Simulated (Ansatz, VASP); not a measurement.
**AlCo: VASP beside Ansatz**

```
CELL_PARAMETERS angstrom
2.93218 0.00000 0.00000
0.00000 2.93218 0.00000
0.00000 0.00000 2.93218
ATOMIC_POSITIONS crystal
Al 0.00000 0.00000 0.00000
Co 0.50000 0.50000 0.50000
```

Change from the starting cell: strain +0.040 along x and y, +0.040 along z, atoms carried along.

Alike in both runs: task single point; functional PBEsol; k mesh 16 × 16 × 16; occupations gaussian, width 0.15 eV; no spin polarisation.

|  | VASP | Ansatz |
| --- | --- | --- |
| version | VASP 6.6.1 | Ansatz 0.2.0 |
| potentials or method | VASP PAW PBE potentials, release 64 (Al, Co), cutoff 520 eV | scalar-relativistic, plane waves, PAW |
| valence electrons in the cell | 12 | 20 |

```csv
,VASP,Ansatz,Ansatz less VASP
gap on the k mesh at the Fermi level (eV),none,none,-
pressure (GPa),-17.1,-17.3,-0.13
```

VASP's potentials were made for PBE, not for PBEsol. A gap of «none» marks a metal or a gap that the smearing closes. With one functional, cell and mesh, what is left measures potentials, basis and numerics. VASP's potentials hold 12 valence electrons a cell and Ansatz's 20, so a difference there can come from the potentials and not from the codes.
